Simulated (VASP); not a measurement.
## AlN: single point with PBE

AlN:

```xyz
4
Lattice="0.0000 -2.2566 -2.2566 -2.2566 0.0000 -2.2566 2.2566 2.2566 -4.5132" Properties=species:S:1:pos:R:3 pbc="T T T"
Al   -0.0327   -0.0327    0.0327
Al    0.0327    0.0327   -4.5459
N     1.1294    1.1294   -5.6426
N    -1.1294   -1.1294   -5.6405
```

This cell differs from its parent crystal: atoms displaced along a vibrational mode, the cell strained.

| Property | Result |
| --- | --- |
| Program | VASP 6.6.1 |
| Task | single point |
| Functional | PBE |
| Potentials or basis | VASP PAW PBE potentials, release 64 (Al, N) |
| Cutoff | 600 eV |
| k mesh | 6 × 6 × 6 |
| Occupations | gaussian, width 0.05 eV |
| Spin | no spin polarisation |
| Dipole correction | no |
| Further INCAR settings | ALGO = Normal; EDIFF = 1e-06; NBANDS = 16 |

```yaml
Pressure: -12.3 GPa
Largest_force: 1.633 eV/Å
Band_gap_on_the_k_mesh: 2.95 eV
```

Forces in eV/Å, atoms in the order of the input:
```
Al   0.830  0.830 -0.830
Al  -0.943 -0.943  0.943
N   -0.010 -0.010  0.010
N    0.122  0.122 -0.122
```

Stress tensor (GPa, compression positive):
```
-12.32   0.09  -0.09
  0.09 -12.32  -0.09
 -0.09  -0.09 -12.32
```

Levels at points of the mesh, in eV from the valence-band top:
| k point | band 5 | band 6 | band 7 | band 8 | band 9 | band 10 | band 11 | band 12 |
| --- | --- | --- | --- | --- | --- | --- | --- | --- |
| (0.00, 0.00, 0.00) | -1.03 | -0.27 | 0.00 | 0.00 | 3.02 | 6.27 | 8.91 | 10.18 |
| (0.50, 0.00, 0.00) | -2.72 | -2.22 | -1.86 | -0.96 | 4.99 | 5.64 | 8.74 | 9.03 |
| (0.50, 0.50, 0.00) | -2.10 | -1.95 | -0.70 | -0.60 | 2.95 | 6.15 | 7.80 | 8.92 |
| (0.00, 0.00, 0.50) | -0.99 | -0.99 | -0.07 | -0.07 | 5.09 | 5.60 | 9.62 | 10.07 |

Run time: 27 s on 1 thread of Intel(R) Xeon(R) Platinum 8488C (Sapphire Rapids), with other jobs on the host, peak memory 0.18 GiB.

Caveat: the cell differs from its parent crystal (atoms displaced along a vibrational mode, the cell strained); the cell stands under tension; forces of over 1 eV/Å act on the atoms, so gaps and moduli don't describe the material at rest. A k mesh can miss the band edges.
